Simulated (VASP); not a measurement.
# PbS (P6_3/mmc) in VASP: notebook, part 2 of 2

VASP 6.6.1. Earlier steps stand in the parts before.

## 3. Single point, PBE

This run uses another cell than the first one, of 27.00 Å³/atom.

Contents of INCAR:

```
SYSTEM = PbS
ALGO = Normal ; EDIFF = 1E-6
ENCUT = 520 ; GGA = PE
ISIF = 2 ; ISMEAR = -1
LASPH = .True. ; LCHARG = .True.
LELF = .True. ; LREAL = .False.
LVHAR = .True. ; LWAVE = .False.
NBANDS = 28 ; NELM = 60
PREC = Accurate ; SIGMA = 0.02
```

Contents of KPOINTS:

```
k-points
0
Gamma
  12 12 4
  0 0 0
```

Contents of POSCAR:

```
PbS
1.0
    4.1234513036      0.0000000000      0.0000000000
   -2.0617256518      3.5710135802      0.0000000000
    0.0000000000      0.0000000000      7.3337316306
Pb S
2 2
Direct
    0.0000000000      0.0000000000      0.0000000000
    0.0000000000      0.0000000000      0.5000000000
    0.3333333333      0.6666666667      0.2500000000
    0.6666666667      0.3333333333      0.7500000000
```

Potentials or basis: VASP PAW PBE potentials, release 64 (Pb_d, S).

Started as:

```sh
$ cat potpaw_PBE.64/Pb_d/POTCAR potpaw_PBE.64/S/POTCAR > POTCAR
$ mpirun -np 1 vasp_std > vasp.out
```

OUTCAR:

```text
SYSTEM = PbS
   EDIFF = 1E-6
   ENCUT = 520
   GGA = PE
   ISIF = 2
   ISMEAR = -1
   LASPH = .True.
   LREAL = .False.
   NELM = 60
   PREC = Accurate

 ion  position               nearest neighbor table
   1  0.000  0.000  0.000-   3 3.00   4 3.00   4 3.00   3 3.00   4 3.00   3 3.00   2 3.67   2 3.67

   2  0.000  0.000  0.500-   3 3.00   4 3.00   4 3.00   3 3.00   4 3.00   3 3.00   1 3.67   1 3.67

   3  0.333  0.667  0.250-   1 3.00   2 3.00   1 3.00   2 3.00   1 3.00   2 3.00
   4  0.667  0.333  0.750-   1 3.00   2 3.00   1 3.00   2 3.00   1 3.00   2 3.00

  LATTYP: Found a hexagonal cell.
 ALAT       =     4.1234513036
 C/A-ratio  =     1.7785420733

  Lattice vectors:

 A1 = (   4.1234513036,   0.0000000000,   0.0000000000)
 A2 = (  -2.0617256518,   3.5710135802,   0.0000000000)
 A3 = (   0.0000000000,   0.0000000000,   7.3337316306)

Analysis of symmetry for initial positions (statically):
=====================================================================
 Subroutine PRICEL returns:
 Original cell was already a primitive cell.

 Routine SETGRP: Setting up the symmetry group for a
 hexagonal supercell.

[... 172 lines left out ...]
 E-fermi :   5.7735     XC(G=0):  -9.5074

 val. band max:        5.5456135251   @ k =   0.3333   0.3333   0.0000
 cond. band min:       5.7742172532   @ k =   0.0000   0.0000   0.0000
 fundamental gap:      0.2286037281
 Fermi energy:         5.7734933542

 k-point     1 :       0.0000    0.0000    0.0000
  band No.  band energies     occupation
      1     -11.5502      2.00000
      2     -11.4802      2.00000
      3     -11.4802      2.00000
      4     -11.4651      2.00000
      5     -11.4651      2.00000
      6     -11.4530      2.00000
[... 733 lines left out ...]
     27      11.4063      0.00000
     28      12.7682      0.00000

 [... further k-points ...]

------------------------ aborting loop because EDIFF is reached ----------------------------------------

  FORCE on cell =-STRESS in cart. coord.  units (eV):
  Direction    XX          YY          ZZ          XY          YZ          ZX
  --------------------------------------------------------------------------------------
  -------------------------------------------------------------------------------------
  Total        0.5901518      0.5901518      0.6085235      0.0000000      0.0000000      0.0000000
  in kB        8.7558227      8.7558227      9.0283946      0.0000000      0.0000000      0.0000000
  external PRESSURE =       8.8466800 kB  Pullay stress =       0.0000000 kB

 VOLUME and BASIS-vectors are now :
 -----------------------------------------------------------------------------
  energy-cutoff  :      520.00
  volume of cell :      107.99
      direct lattice vectors                 reciprocal lattice vectors
     4.123451304  0.000000000  0.000000000     0.242515293  0.140016270  0.000000000
    -2.061725652  3.571013580  0.000000000     0.000000000  0.280032539  0.000000000
     0.000000000  0.000000000  7.333731631     0.000000000  0.000000000  0.136356230

 POSITION                                       TOTAL-FORCE (eV/Angst)
 -----------------------------------------------------------------------------------
      0.00000      0.00000      0.00000        -0.000000     -0.000000      0.000000
      0.00000      0.00000      3.66687        -0.000000     -0.000000      0.000000
     -0.00000      2.38068      1.83343         0.000000     -0.000000     -0.000000
      2.06173      1.19034      5.50030        -0.000000      0.000000     -0.000000
 -----------------------------------------------------------------------------------
    total drift:                                0.000000     -0.000000      0.000000

  FREE ENERGIE OF THE ION-ELECTRON SYSTEM (eV)
  ---------------------------------------------------
  free  energy   TOTEN  =       -17.2913235110 eV

  energy  without entropy=      -17.2911680399  energy(sigma->0) =      -17.29124578
```

OSZICAR:

```text
N       E                     dE             d eps       ncg     rms          rms(c)
DAV:   1     0.416225406519E+03    0.41623E+03   -0.18544E+04  3192   0.151E+03
DAV:   2     0.303941900940E+02   -0.38583E+03   -0.37414E+03  3208   0.402E+02
DAV:   3    -0.159819985459E+02   -0.46376E+02   -0.45129E+02  4144   0.155E+02
DAV:   4    -0.182602526766E+02   -0.22783E+01   -0.22685E+01  3792   0.353E+01
DAV:   5    -0.183560211039E+02   -0.95768E-01   -0.95756E-01  4424   0.761E+00    0.629E+00
DAV:   6    -0.172767993438E+02    0.10792E+01   -0.26948E+00  4424   0.101E+01    0.404E+00
DAV:   7    -0.172867327120E+02   -0.99334E-02   -0.42409E-01  3524   0.262E+00    0.267E+00
DAV:   8    -0.172974015889E+02   -0.10669E-01   -0.75741E-02  3944   0.243E+00    0.126E+00
DAV:   9    -0.172908251371E+02    0.65765E-02   -0.18797E-02  4328   0.116E+00    0.222E-01
DAV:  10    -0.172912775165E+02   -0.45238E-03   -0.21407E-03  3872   0.224E-01    0.802E-02
DAV:  11    -0.172913232454E+02   -0.45729E-04   -0.10711E-04  3844   0.814E-02    0.292E-02
DAV:  12    -0.172913246012E+02   -0.13557E-05   -0.73206E-06  3560   0.232E-02    0.708E-03
DAV:  13    -0.172913235921E+02    0.10090E-05   -0.40547E-06  2824   0.141E-02    0.215E-03
DAV:  14    -0.172913235110E+02    0.81121E-07   -0.50887E-07  1872   0.741E-03
   1 F= -.17291324E+02 E0= -.17291246E+02  d E =-.155471E-03
```

stdout:

```text
POSCAR found type information on POSCAR PbS
 POSCAR found :  2 types and       4 ions
 scaLAPACK will be used
 LDA part: xc-table for (Slater+PW92), standard interpolation
 POSCAR, INCAR and KPOINTS ok, starting setup
 FFT: planning ... GRIDC
 FFT: planning ... GRID_SOFT
 FFT: planning ... GRID
 WAVECAR not read
 entering main loop
```

Wall time 3.5 min (1 thread of Intel Xeon 8259CL, shared host); peak memory 0.31 GiB.

What came out:

```
Free energy : -17.2913 eV
Pressure    : 0.9 GPa
```

Caveat: spin-orbit coupling is left out, which moves the levels of the heavy elements.
